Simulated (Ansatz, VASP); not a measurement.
# One calculation of Y2TiO4, two programs

File POSCAR:

```
Y2TiO4
1.0
    0.0000000000      3.7439783700      0.0000000000
    3.7439783700      0.0000000000      0.0000000000
    1.8719891800      1.8719891800     -6.1426001800
Y Ti O
2 1 4
Direct
    0.3538000000      0.3538000000      0.2924000000
    0.6462000000      0.6462000000      0.7076000000
    0.0000000000      0.0000000000      0.0000000000
    0.5000000000      0.0000000000      0.0000000000
    0.0000000000      0.5000000000      0.0000000000
    0.1630000000      0.1630000000      0.6740000000
    0.8370000000      0.8370000000      0.3260000000
```

File INCAR.step1:

```
ALGO     = Normal         # electronic algorithm
EDIFF    = 1E-4           # SCF threshold, eV
ENCUT    = 520            # plane-wave cutoff, eV
GGA      = PE             # functional
ISMEAR   = -5             # smearing method
ISPIN    = 2              # spin polarisation
LASPH    = True           # aspherical terms in the spheres
LCHARG   = False          # write CHGCAR
LMAXMIX  = 4              # l up to which the mixer works
LREAL    = False          # projectors in reciprocal space
LWAVE    = True           # write WAVECAR
MAGMOM   = 0 0 0.5 0 0 0 0 # initial moments
NBANDS   = 42             # bands
NELM     = 150            # most SCF steps
PREC     = Accurate       # precision mode
SIGMA    = 0.1            # smearing width, eV
```

Contents of INCAR.step2:

```
ALGO     = Normal         # electronic algorithm
EDIFF    = 1E-7           # SCF threshold, eV
ENCUT    = 520            # plane-wave cutoff, eV
ISIF     = 2              # what is computed and relaxed
ISMEAR   = -5             # smearing method
ISPIN    = 2              # spin polarisation
ISTART   = 1            
LASPH    = True           # aspherical terms in the spheres
LCHARG   = False          # write CHGCAR
LMAXMIX  = 4              # l up to which the mixer works
LMIXTAU  = True         
LORBIT   = 11             # projections on sites
LREAL    = False          # projectors in reciprocal space
LWAVE    = False          # write WAVECAR
MAGMOM   = 0 0 0.5 0 0 0 0 # initial moments
METAGGA  = R2SCAN         # meta-GGA
NBANDS   = 42             # bands
NELM     = 150            # most SCF steps
PREC     = Accurate       # precision mode
SIGMA    = 0.1            # smearing width, eV
```

Contents of KPOINTS:

```
k-points
0
Gamma
  5 5 5
```

Input for Ansatz:

```yaml
crystal:
  lattice:
    - [0.0, 3.74397837, 0.0]
    - [3.74397837, 0.0, 0.0]
    - [1.87198918, 1.87198918, -6.14260018]
  atoms:
    - { symbol: "Y", position: [0.3538, 0.3538, 0.2924] }
    - { symbol: "Y", position: [0.6462, 0.6462, 0.7076] }
    - { symbol: Ti, position: [0.0, 0.0, 0.0], spin: 0.5 }
    - { symbol: O, position: [0.5, 0.0, 0.0] }
    - { symbol: O, position: [0.0, 0.5, 0.0] }
    - { symbol: O, position: [0.163, 0.163, 0.674] }
    - { symbol: O, position: [0.837, 0.837, 0.326] }
kpoints:
  mp_grid: { grid: [5, 5, 5], shift: [0, 0, 0] }
magnetization:
  spin_polarized: true
scf:
  occupations: { method: tetrahedron }
hamiltonian:
  pseudopotentials: { kind: paw }
  xc: r2scan
basis:
  ecutwfc: 500
output:
  forces: true
  stress: true
  eigenvalues: true
  write_density: true
  write_potential: true
  elf: true
  volumetric_format: npy
```

Alike in both runs: task single point; functional r2SCAN; k mesh 5 × 5 × 5; occupations tetrahedron; collinear spin.

|  | VASP | Ansatz |
| --- | --- | --- |
| version | VASP 6.6.1 | Ansatz 0.2.0 |
| potentials or method | VASP PAW PBE potentials, release 64 (Y_sv, Ti_sv, O), cutoff 520 eV | PAW plane waves |
| valence electrons in the cell | 58 | 58 |

|  | VASP | Ansatz | Ansatz less VASP |
| --- | --- | --- | --- |
| gap on the k mesh at the Fermi level (eV) | none | none | - |
| pressure (GPa) | 5.2 | 4.6 | -0.57 |
| traceless stress, the component that is largest in VASP (GPa) | -5.87 | -5.63 | +0.239 |
| rms of the force components (eV/Å) | 0.706 | 0.698 | -0.0078 |
| net moment per atom (μB) | 0.16 | 0.16 | -0.002 |
| size of the moment on the site where the two differ most (μB) | 0.68 | 0.49 | -0.197 |

VASP's potentials were made for PBE, not for r2SCAN. Site moments also hang on the region over which each program counts them. Atom by atom the forces differ by 0.011 eV/Å (rms over components). A gap of «none» marks a metal or a gap that the smearing closes. With one functional, cell and mesh, what is left measures potentials, basis and numerics. Ansatz's warnings: band table not solved further, stability check not made, tetrahedron derivatives may miss energy slope.
